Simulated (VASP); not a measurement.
# Mn (Pm-3m) in VASP: a series of runs

Mn is run at these levels: LDA; tasks: single point.

All numbers are computed with VASP 6.6.1; they aren't measurements. Logs are shortened: lines on timing, memory, paths and dates and some standing lists are left out, and cuts for length are marked.

## (1) The cell of the first run

It takes space group Pm-3m (No. 221, cubic). Conventional cell: a = 2.262 Å, b = 2.262 Å, c = 2.262 Å, α = 90.00°, β = 90.00°, γ = 90.00°. Mn (site symmetry m-3m) has 6 Mn at 2.26 Å within 3.0 Å.

This isn't the form of Mn at room conditions, which is a 58-atom cubic cell.

## (2) Single point, LDA, collinear spin, antiferromagnetic start

INCAR

```
  PREC = Accurate
  ENCUT = 520
  EDIFF = 1E-6
  ISMEAR = -1
  SIGMA = 0.05
  LREAL = False
  LASPH = True
  NELM = 150
  ALGO = Normal
  ISIF = 2
  LWAVE = False
  LCHARG = True
  ISPIN = 2
  MAGMOM = 1.408 -1.408
  LORBIT = 11
  LMAXMIX = 4
  LELF = True
  LVHAR = True
  NBANDS = 24
```

KPOINTS

```
Automatic mesh
0
Gamma
  20 20 20
```

POSCAR

```
Mn
1.0
    0.0000000000      2.2615917106      2.2615917106
    2.2615917106      0.0000000000      2.2615917106
    2.2615917106      2.2615917106      0.0000000000
Mn
2
Direct
    0.0000000000      0.0000000000      0.0000000000
    0.5000000000      0.5000000000      0.5000000000
```

Potentials or basis: VASP PAW LDA potentials, release 64 (Mn_pv).

Run with:

```console
$ cat potpaw_LDA.64/Mn_pv/POTCAR > POTCAR
$ mpirun -np 1 vasp_std > vasp.out
```

OUTCAR:

```text
PREC = Accurate
   ENCUT = 520
   EDIFF = 1E-6
   ISMEAR = -1
   LREAL = False
   LASPH = True
   NELM = 150
   ISIF = 2
   ISPIN = 2
   LORBIT = 11

 ion  position               nearest neighbor table
   1  0.000  0.000  0.000-   2 2.26   2 2.26   2 2.26   2 2.26   2 2.26   2 2.26
   2  0.500  0.500  0.500-   1 2.26   1 2.26   1 2.26   1 2.26   1 2.26   1 2.26

  LATTYP: Found a face centered cubic cell.
 ALAT       =     4.5231834212

  Lattice vectors:

 A1 = (   0.0000000000,   2.2615917106,   2.2615917106)
 A2 = (   2.2615917106,   0.0000000000,   2.2615917106)
 A3 = (   2.2615917106,   2.2615917106,   0.0000000000)

Analysis of symmetry for initial positions (statically):
=====================================================================
 Subroutine PRICEL returns following result:

  LATTYP: Found a simple cubic cell.
 ALAT       =     2.2615917106
[... 12 lines left out ...]
 Subroutine GETGRP returns: Found 48 space group operations
 (whereof 48 operations were pure point group operations)
 out of a pool of 48 trial point group operations.

The static configuration has the point symmetry O_h .

Analysis of symmetry for dynamics (positions and initial velocities):
=====================================================================
 Subroutine PRICEL returns following result:

  LATTYP: Found a simple cubic cell.
 ALAT       =     2.2615917106
[... 12 lines left out ...]
 Subroutine GETGRP returns: Found 48 space group operations
 (whereof 48 operations were pure point group operations)
 out of a pool of 48 trial point group operations.

The dynamic configuration has the point symmetry O_h .

Analysis of structural, dynamic, and magnetic symmetry:
=====================================================================
 Subroutine PRICEL returns following result:

  LATTYP: Found a simple cubic cell.
 ALAT       =     2.2615917106
[... 12 lines left out ...]
 Subroutine GETGRP returns: Found 48 space group operations
 (whereof 48 operations were pure point group operations)
 out of a pool of 48 trial point group operations.

The overall configuration has the point symmetry O_h .

 Subroutine INISYM returns: Found 48 space group operations
 (whereof 48 operations are pure point group operations),
 and found     2 'primitive' translations

----------------------------------------------------------------------------------------

                                     Primitive cell

[... 108 lines left out ...]
     AMIX_MAG =   1.60;   BMIX_MAG =  1.00
  volume/ion in A,a.u.               =      11.57        78.06
  Fermi-wavevector in a.u.,A,eV,Ry     =   1.702061  3.216429 39.416229  2.897011
  Thomas-Fermi vector in A             =   2.781899
   LORBIT       =     11    0 simple, 1 ext, 2 COOP (PROOUT), +10 PAW based schemes
   GGA     = CA    functional components
   LHFCALC =     F    Hartree Fock is set to
   AEXX    =    0.0000 exact exchange contribution
   IVDW    =     0    specifies the selected vdW correction
   LEPSILON=     F    determine dielectric tensor
   LRPA    =     F    only Hartree local field effects (RPA)
 spin polarized calculation
  energy-cutoff  :      520.00
  volume of cell :       23.14
 maximum number of plane-waves:       638
   NGX = 11   NGY = 11   NGZ = 11

 number of electron      25.9999992 magnetization      -0.0000000

 number of electron      25.9999992 magnetization       0.0000000

 Free energy of the ion-electron system (eV)
  ---------------------------------------------------
  ext. energy  EPLUGINS =         0.00000000
  ---------------------------------------------------
  free energy    TOTEN  =       -18.52623281 eV

  energy without entropy =      -18.50756916  energy(sigma->0) =      -18.51690098

 E-fermi :   9.8057     XC(G=0): -13.7871

 val. band max:        9.8015686826   @ k =   0.4000   0.1000   0.0500
 cond. band min:       9.8071060419   @ k =  -0.2500   0.2500   0.0500
 fundamental gap:      0.0055373593
 Fermi energy:         9.8056933689

 spin component 1

 k-point     1 :       0.0000    0.0000    0.0000
  band No.  band energies     occupation
      1     -38.6713      1.00000
      2     -38.6713      1.00000
      3     -38.6713      1.00000
      4     -37.1867      1.00000
      5     -37.1867      1.00000
      6     -37.1867      1.00000
[... 637 lines left out ...]
     23      26.1813      0.00000
     24      28.3338      0.00000

 [... further k-points ...]

 spin component 2

 k-point     1 :       0.0000    0.0000    0.0000
  band No.  band energies     occupation
      1     -38.6713      1.00000
      2     -38.6713      1.00000
      3     -38.6713      1.00000
      4     -37.1867      1.00000
      5     -37.1867      1.00000
      6     -37.1867      1.00000
[... 637 lines left out ...]
     23      26.1813      0.00000
     24      28.3338      0.00000

 [... further k-points ...]

------------------------ aborting loop because EDIFF is reached ----------------------------------------

  FORCE on cell =-STRESS in cart. coord.  units (eV):
  Direction    XX          YY          ZZ          XY          YZ          ZX
  --------------------------------------------------------------------------------------
  -------------------------------------------------------------------------------------
  Total       -0.2021603     -0.2021603     -0.2021603      0.0000000      0.0000000     -0.0000000
  in kB      -14.0001865    -14.0001865    -14.0001865      0.0000000      0.0000000     -0.0000000
  external PRESSURE =     -14.0001865 kB  Pullay stress =       0.0000000 kB

 VOLUME and BASIS-vectors are now :
 -----------------------------------------------------------------------------
  energy-cutoff  :      520.00
  volume of cell :       23.14
      direct lattice vectors                 reciprocal lattice vectors
     0.000000000  2.261591711  2.261591711    -0.221083230  0.221083230  0.221083230
     2.261591711  0.000000000  2.261591711     0.221083230 -0.221083230  0.221083230
     2.261591711  2.261591711  0.000000000     0.221083230  0.221083230 -0.221083230

 POSITION                                       TOTAL-FORCE (eV/Angst)
 -----------------------------------------------------------------------------------
      0.00000      0.00000      0.00000         0.000000     -0.000000      0.000000
      2.26159      2.26159      2.26159        -0.000000      0.000000     -0.000000
 -----------------------------------------------------------------------------------
    total drift:                                0.000000     -0.000000      0.000000

  FREE ENERGIE OF THE ION-ELECTRON SYSTEM (eV)
  ---------------------------------------------------
  free  energy   TOTEN  =       -18.5262328123 eV

  energy  without entropy=      -18.5075691556  energy(sigma->0) =      -18.51690098

 total charge

# of ion       s       p       d       tot
------------------------------------------
    1        0.441   6.331   5.297  12.069
    2        0.441   6.331   5.297  12.069
--------------------------------------------------
tot          0.883  12.662  10.594  24.139

 magnetization (x)

# of ion       s       p       d       tot
------------------------------------------
    1        0.016   0.008   1.322   1.347
    2       -0.016  -0.008  -1.322  -1.347
--------------------------------------------------
tot          0.000   0.000   0.000   0.000
```

Run time: 73 s. Hardware: 1 thread of Intel Xeon 6975P-C (Granite Rapids), shared host; peak memory 0.28 GiB.

What came out:

```
Free energy                                           : -18.5262 eV
Pressure                                              : -1.4 GPa
Band gap on the k mesh                                : zero (filled and empty bands overlap)
Net moment                                            : 0.00 μB per cell
Site moments                                          : Mn +1.35, -1.35 μB
Valence electrons inside the program's atomic spheres : Mn 12.07
```

Caveat: the antiferromagnetic order is the one typed at the start, and another may lie lower.

## (3) Single point, LDA (10.64 Å³/atom)

INCAR

```
ALGO     = Normal         # electronic algorithm
EDIFF    = 1E-6           # SCF threshold, eV
ENCUT    = 680            # plane-wave cutoff, eV
GGA_COMPAT= F            
ISIF     = 2              # what is computed and relaxed
ISMEAR   = -1             # smearing method
LASPH    = T              # aspherical terms in the spheres
LCHARG   = F              # write CHGCAR
LREAL    = F              # projectors in reciprocal space
LWAVE    = F              # write WAVECAR
NBANDS   = 14             # bands
NELM     = 120            # most SCF steps
PREC     = Accurate       # precision mode
SIGMA    = 0.1            # smearing width, eV
```

KPOINTS

```
k-points
0
Gamma
  16 16 16
```

POSCAR

```
Mn
1.0
    2.1996485207      0.0000000000      0.0000000000
    0.0000000000      2.1996485207      0.0000000000
    0.0000000000      0.0000000000      2.1996485207
Mn
1
Direct
    0.0000000000      0.0000000000      0.0000000000
```

Potentials or basis: VASP PAW LDA potentials, release 64 (Mn_sv).

Run with:

```console
$ cat potpaw_LDA.64/Mn_sv/POTCAR > POTCAR
$ mpirun -np 1 vasp_std > vasp.out
```

Run time: 11 s. Hardware: 1 thread of Intel Xeon 6975P-C (Granite Rapids), shared host; peak memory 0.14 GiB.

It converged, with:

```
Free energy            : -9.3074 eV
Pressure               : 10.6 GPa
Band gap on the k mesh : zero (an odd number of electrons rules out a gap without spin polarisation)
```

Levels at points of the mesh, in eV from the Fermi level:
```tsv
k point	band 5	band 6	band 7	band 8	band 9	band 10
(0.00, 0.00, 0.00)	-8.47	-4.25	-4.25	1.95	1.95	1.95
(0.50, 0.00, 0.00)	-3.91	-3.41	-1.07	-0.23	-0.23	2.14
(0.50, 0.50, 0.00)	-5.79	-2.52	0.24	0.24	3.45	6.70
(0.50, 0.50, 0.50)	-4.01	-4.01	-4.01	3.57	3.57	12.25
```

Caveat: the cell stands under pressure; the run has no spin polarisation, though such a crystal can be magnetic.
